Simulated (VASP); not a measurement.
Input of a VASP 6.6.1 run:

Contents of INCAR:

```
SYSTEM = HfB2
PREC = Accurate ; ENCUT = 520
EDIFF = 1E-6 ; ISMEAR = -1
SIGMA = 0.08 ; LREAL = .False.
LASPH = .True. ; NELM = 100
ALGO = Normal ; ISIF = 2
LWAVE = .False. ; LCHARG = .False.
GGA = PS ; NBANDS = 15
```

The input KPOINTS:

```
Automatic mesh
0
Gamma
  16 16 12
  0 0 0
```

POSCAR

```
HfB2
1.0
    3.0779693161      0.0000000000      0.0000000000
   -1.5389846580      2.6655996198      0.0000000000
    0.0000000000      0.0000000000      3.3778774702
Hf B
1 2
Direct
    0.0000000000      0.0000000000      0.0000000000
    0.3333333333      0.6666666667      0.5000000000
    0.6666666667      0.3333333333      0.5000000000
```

Potentials or basis: VASP PAW PBE potentials, release 64 (Hf_pv, B).

Command:

```bash
$ cat potpaw_PBE.64/Hf_pv/POTCAR potpaw_PBE.64/B/POTCAR > POTCAR
$ mpirun -np 1 vasp_std > vasp.out
```

Predict the pressure.

15.2 GPa.

Predict the band gap on the k mesh.

zero (bands 8 and 9 overlap by 1.22 eV).

Stress tensor (GPa, compression positive):
```
15.03  0.00  0.00
 0.00 15.03  0.00
 0.00  0.00 15.59
```

Caveat: the cell stands under pressure; the PAW data sets were made with another functional, which shifts forces and pressure a little; spin-orbit coupling is left out, which moves the levels of the heavy elements.
